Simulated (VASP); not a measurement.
# Fe in VASP: notebook

The runs below take Fe through single point, with PBE.

Program: VASP 6.6.1. These are calculated values, not measurements. Logs are shortened: lines on timing, memory, paths and dates and some standing lists are left out, and cuts for length are marked.

### 1 The cell of the first run

Symmetry: I4/mmm, No. 139, tetragonal system. The conventional cell has a = 2.421 Å, b = 2.421 Å, c = 3.681 Å, α = 90.00°, β = 90.00°, γ = 90.00°. Fe (site symmetry 4/mmm) has 12 Fe at 2.42 to 2.51 Å within 3.2 Å.

### 2 Single point, PBE, collinear spin, antiferromagnetic start (10.79 Å³/atom)

INCAR reads:

```
PREC = Accurate ; ENCUT = 690
EDIFF = 1E-6 ; ISMEAR = -1
SIGMA = 0.05 ; LREAL = F
LASPH = T ; NELM = 200
ALGO = Normal ; ISIF = 2
LWAVE = F ; LCHARG = F
ISPIN = 2 ; MAGMOM = 1.537 -1.537
LORBIT = 11 ; LMAXMIX = 4
GGA = PE ; NBANDS = 27
GGA_COMPAT = F
```

KPOINTS reads:

```
regular mesh
0
Gamma
  15 15 10
```

POSCAR reads:

```
Fe
1.0
    2.4214045604      0.0000000000      0.0000000000
    0.0000000000      2.4214045604      0.0000000000
    0.0000000000      0.0000000000      3.6811585483
Fe
2
Direct
    1.0000000000      1.0000000000      0.0000000000
    0.5000000000      0.5000000000      0.5000000000
```

Potentials or basis: VASP PAW PBE potentials, release 64 (Fe_sv).

Launch:

```console
$ cat potpaw_PBE.64/Fe_sv/POTCAR > POTCAR
$ mpirun -np 1 vasp_std > vasp.out
```

OUTCAR:

```text
PREC = Accurate
   ENCUT = 690
   EDIFF = 1E-6
   ISMEAR = -1
   LREAL = F
   LASPH = T
   NELM = 200
   ISIF = 2
   ISPIN = 2
   LORBIT = 11
   GGA = PE

 ion  position               nearest neighbor table
   1  0.000  0.000  0.000-   2 2.51   2 2.51   2 2.51   2 2.51   2 2.51   2 2.51   2 2.51   2 2.51

   2  0.500  0.500  0.500-   1 2.51   1 2.51   1 2.51   1 2.51   1 2.51   1 2.51   1 2.51   1 2.51

  LATTYP: Found a simple tetragonal cell.
 ALAT       =     2.4214045604
 C/A-ratio  =     1.5202575433

  Lattice vectors:

 A1 = (   2.4214045604,   0.0000000000,   0.0000000000)
 A2 = (   0.0000000000,   2.4214045604,   0.0000000000)
 A3 = (   0.0000000000,   0.0000000000,   3.6811585483)

Analysis of symmetry for initial positions (statically):
=====================================================================
 Subroutine PRICEL returns following result:

  LATTYP: Found a body centered tetragonal cell.
 ALAT       =     2.4214045604
 C/A-ratio  =     1.5202575433
[... 12 lines left out ...]
 Subroutine GETGRP returns: Found 16 space group operations
 (whereof 16 operations were pure point group operations)
 out of a pool of 16 trial point group operations.

The static configuration has the point symmetry D_4h.

Analysis of symmetry for dynamics (positions and initial velocities):
=====================================================================
 Subroutine PRICEL returns following result:

  LATTYP: Found a body centered tetragonal cell.
 ALAT       =     2.4214045604
 C/A-ratio  =     1.5202575433
[... 12 lines left out ...]
 Subroutine GETGRP returns: Found 16 space group operations
 (whereof 16 operations were pure point group operations)
 out of a pool of 16 trial point group operations.

The dynamic configuration has the point symmetry D_4h.

Analysis of structural, dynamic, and magnetic symmetry:
=====================================================================
 Subroutine PRICEL returns following result:

  LATTYP: Found a body centered tetragonal cell.
 ALAT       =     2.4214045604
 C/A-ratio  =     1.5202575433
[... 12 lines left out ...]
 Subroutine GETGRP returns: Found 16 space group operations
 (whereof 16 operations were pure point group operations)
 out of a pool of 16 trial point group operations.

The overall configuration has the point symmetry D_4h.

 Subroutine INISYM returns: Found 16 space group operations
 (whereof 16 operations are pure point group operations),
 and found     2 'primitive' translations

----------------------------------------------------------------------------------------

[... 114 lines left out ...]
   LORBIT       =     11    0 simple, 1 ext, 2 COOP (PROOUT), +10 PAW based schemes
   GGA     = PE    functional components
   LHFCALC =     F    Hartree Fock is set to
   AEXX    =    0.0000 exact exchange contribution
   IVDW    =     0    specifies the selected vdW correction
   LEPSILON=     F    determine dielectric tensor
   LRPA    =     F    only Hartree local field effects (RPA)
 spin polarized calculation
  energy-cutoff  :      690.00
  volume of cell :       21.58
 maximum number of plane-waves:       904
 NGX is ok and might be reduce to    24

 number of electron      31.9999979 magnetization       0.0000000

 number of electron      31.9999979 magnetization      -0.0000000

 Free energy of the ion-electron system (eV)
  ---------------------------------------------------
  ext. energy  EPLUGINS =         0.00000000
  ---------------------------------------------------
  free energy    TOTEN  =       -16.56046338 eV

  energy without entropy =      -16.54044928  energy(sigma->0) =      -16.55045633

 E-fermi :  13.1711     XC(G=0): -14.0633

 val. band max:       13.1684745517   @ k =   0.4667   0.3333   0.0000
 cond. band min:      13.1722460677   @ k =   0.2667   0.2000   0.3000
 fundamental gap:      0.0037715160
 Fermi energy:        13.1711429523

 spin component 1

 k-point     1 :       0.0000    0.0000    0.0000
  band No.  band energies     occupation
      1     -74.9658      1.00000
      2     -73.1889      1.00000
      3     -41.0192      1.00000
      4     -40.8292      1.00000
      5     -40.8292      1.00000
      6     -39.2342      1.00000
[... 709 lines left out ...]
     26      34.1890      0.00000
     27      35.6856      0.00000

 [... further k-points ...]

 spin component 2

 k-point     1 :       0.0000    0.0000    0.0000
  band No.  band energies     occupation
      1     -74.9658      1.00000
      2     -73.1889      1.00000
      3     -41.0192      1.00000
      4     -40.8292      1.00000
      5     -40.8292      1.00000
      6     -39.2342      1.00000
[... 709 lines left out ...]
     26      34.1890      0.00000
     27      35.6856      0.00000

 [... further k-points ...]

------------------------ aborting loop because EDIFF is reached ----------------------------------------

  FORCE on cell =-STRESS in cart. coord.  units (eV):
  Direction    XX          YY          ZZ          XY          YZ          ZX
  --------------------------------------------------------------------------------------
  -------------------------------------------------------------------------------------
  Total       -0.2067156     -0.2067156     -0.2321057      0.0000000     -0.0000000      0.0000000
  in kB      -15.3449221    -15.3449221    -17.2296810      0.0000000     -0.0000000      0.0000000
  external PRESSURE =     -15.9731751 kB  Pullay stress =       0.0000000 kB

 VOLUME and BASIS-vectors are now :
 -----------------------------------------------------------------------------
  energy-cutoff  :      690.00
  volume of cell :       21.58
      direct lattice vectors                 reciprocal lattice vectors
     2.421404560  0.000000000  0.000000000     0.412983446  0.000000000  0.000000000
     0.000000000  2.421404560  0.000000000     0.000000000  0.412983446  0.000000000
     0.000000000  0.000000000  3.681158548     0.000000000  0.000000000  0.271653608

 POSITION                                       TOTAL-FORCE (eV/Angst)
 -----------------------------------------------------------------------------------
      0.00000      0.00000      0.00000        -0.000000     -0.000000     -0.000000
      1.21070      1.21070      1.84058         0.000000      0.000000      0.000000
 -----------------------------------------------------------------------------------
    total drift:                                0.000000      0.000000     -0.000000

  FREE ENERGIE OF THE ION-ELECTRON SYSTEM (eV)
  ---------------------------------------------------
  free  energy   TOTEN  =       -16.5604633845 eV

  energy  without entropy=      -16.5404492785  energy(sigma->0) =      -16.55045633

 total charge

# of ion       s       p       d       tot
------------------------------------------
    1        2.199   6.050   5.511  13.760
    2        2.199   6.050   5.511  13.760
--------------------------------------------------
tot          4.398  12.099  11.023  27.520

 magnetization (x)

# of ion       s       p       d       tot
------------------------------------------
    1        0.011   0.012   1.478   1.502
    2       -0.011  -0.012  -1.478  -1.502
--------------------------------------------------
tot          0.000   0.000   0.000   0.000
```

OSZICAR:

```text
N       E                     dE             d eps       ncg     rms          rms(c)
DAV:   1     0.693227692491E+03    0.69323E+03   -0.20698E+04 23496   0.230E+03
DAV:   2     0.295950638385E+02   -0.66363E+03   -0.63455E+03 23358   0.701E+02
DAV:   3    -0.179035570291E+02   -0.47499E+02   -0.46115E+02 25568   0.239E+02
DAV:   4    -0.193459415181E+02   -0.14424E+01   -0.14415E+01 27668   0.505E+01
DAV:   5    -0.194120688911E+02   -0.66127E-01   -0.66125E-01 27978   0.108E+01    0.177E+01
DAV:   6    -0.169331417574E+02    0.24789E+01   -0.11763E+01 25111   0.727E+01    0.124E+01
DAV:   7    -0.165690511489E+02    0.36409E+00   -0.18305E+00 25535   0.291E+01    0.413E+00
DAV:   8    -0.165649563220E+02    0.40948E-02   -0.39888E-02 32998   0.321E+00    0.138E+00
DAV:   9    -0.165606011474E+02    0.43552E-02   -0.84475E-03 38027   0.151E+00    0.519E-01
DAV:  10    -0.165604086064E+02    0.19254E-03   -0.43910E-03 33581   0.129E+00    0.127E-01
DAV:  11    -0.165604612020E+02   -0.52596E-04   -0.39056E-04 26642   0.244E-01    0.702E-02
DAV:  12    -0.165604649459E+02   -0.37440E-05   -0.14559E-05 32371   0.574E-02    0.168E-02
DAV:  13    -0.165604638980E+02    0.10479E-05   -0.32977E-06 22768   0.311E-02    0.686E-03
DAV:  14    -0.165604633845E+02    0.51355E-06   -0.43472E-07 14514   0.859E-03
   1 F= -.16560463E+02 E0= -.16550456E+02  d E =-.200141E-01  mag=     0.0000
```

Wall time 4.5 min (1 thread of Intel Xeon Platinum 8259CL at 2.50GHz (Skylake/Cascade Lake), shared host); peak memory 0.35 GiB.

Results:

| Property | Result |
| --- | --- |
| Free energy | -16.5605 eV |
| Pressure | -1.6 GPa |
| Band gap on the k mesh | zero (filled and empty bands overlap) |
| Net moment | 0.00 μB per cell |
| Site moments | Fe +1.50, -1.50 μB |
| Valence electrons inside the program's atomic spheres | Fe 13.76 |

Stress tensor (GPa, compression positive):
```
-1.53  0.00  0.00
 0.00 -1.53  0.00
 0.00  0.00 -1.72
```

Caveat: the antiferromagnetic order is the one typed at the start, and another may lie lower.

### 3 Single point, PBE, non-collinear spin, typed start, spin-orbit coupling

This run uses another cell than the first one: it holds 1 atom, not 2.

INCAR reads:

```
SYSTEM = Fe
ALGO = All ; EDIFF = 1E-6
ENCUT = 540 ; GGA = PE
GGA_COMPAT = .False. ; ISEARCH = 1
ISIF = 2 ; ISMEAR = -1
KPAR = 4 ; LASPH = .True.
LCHARG = .True. ; LMAXMIX = 4
LNONCOLLINEAR = .True. ; LORBIT = 11
LORBMOM = .True. ; LREAL = .False.
LSORBIT = .True. ; LVHAR = .True.
LWAVE = .False. ; MAGMOM = 0 0 2.618
NBANDS = 19 ; NELM = 300
PREC = Accurate ; SIGMA = 0.05
```

KPOINTS reads:

```
k-points
0
Gamma
  15 15 15
  0 0 0
```

POSCAR reads:

```
Fe
1.0
    0.0000000000      1.8208597540      1.8208597540
    1.8208597540      0.0000000000      1.8208597540
    1.8208597540      1.8208597540      0.0000000000
Fe
1
Direct
    0.0000000000      0.0000000000      0.0000000000
```

Potentials or basis: VASP PAW PBE potentials, release 64 (Fe).

Launch:

```console
$ cat potpaw_PBE.64/Fe/POTCAR > POTCAR
$ mpirun -np 4 vasp_ncl > vasp.out
```

Wall time 71 s (4 MPI ranks of Intel Xeon 6975P-C (Granite Rapids), shared host); peak memory 0.46 GiB.

Results (log left out):

```
Free energy                                           : -8.0959 eV
Pressure                                              : -0.3 GPa
Net moment                                            : 2.61 μB per cell
Valence electrons inside the program's atomic spheres : Fe 7.15
```

Moments on the atoms (μB; x, y, z):
```
Fe  0.00 0.00 2.60
```
